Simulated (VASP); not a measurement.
Input of a VASP 6.6.1 run:

Contents of INCAR:

```
SYSTEM = Ag
PREC     = Accurate       ! precision mode
ENCUT    = 600            ! plane-wave cutoff, eV
EDIFF    = 1E-6           ! SCF threshold, eV
ISMEAR   = 0              ! smearing method
SIGMA    = 0.1            ! smearing width, eV
LREAL    = .FALSE.        ! projectors in reciprocal space
LASPH    = .TRUE.         ! aspherical terms in the spheres
NELM     = 80             ! most SCF steps
ALGO     = Fast           ! electronic algorithm
ISIF     = 3              ! what is computed and relaxed
LWAVE    = .FALSE.        ! write WAVECAR
LCHARG   = .FALSE.        ! write CHGCAR
GGA      = PS             ! functional
IBRION   = 2              ! ionic algorithm
NSW      = 70             ! ionic steps
EDIFFG   = -0.008         ! ionic threshold
PSTRESS  = 20.0
```

KPOINTS

```
regular mesh
0
G
  18 18 18
  0 0 0
```

POSCAR

```
Ag
1.0
    1.4252159450      0.8228488095      6.9748705919
   -1.4252159450      0.8228488095      6.9748705919
    0.0000000000     -1.6456976191      6.9748705919
Ag
3
Direct
    0.0000000000      0.0000000000      0.0000000000
    0.7776871195      0.7776871195      0.7776871195
    0.2223128805      0.2223128805      0.2223128805
```

Potentials or basis: VASP PAW PBE potentials, release 64 (Ag).

The run is started by

```sh
$ cat potpaw_PBE.64/Ag/POTCAR > POTCAR
$ mpirun -np 1 vasp_std > vasp.out
```

(1) Predict the band gap on the k mesh.

(2) Estimate the relaxed cell.

(3) Predict the space group after relaxing (to 0.1 Å).

(4) Predict the relaxed volume.

## Answers

(1) zero (an odd number of electrons rules out a gap without spin polarisation).

(2) a = 7.168 Å, b = 7.168 Å, c = 7.168 Å, α = 22.94°, β = 22.94°, γ = 22.94°.

(3) R-3m (No. 166).

(4) 16.37 Å³/atom.

Caveat: the cell is relaxed towards a set pressure, so the run minimises the enthalpy, not the energy; the PAW data sets were made with another functional, which shifts forces and pressure a little.
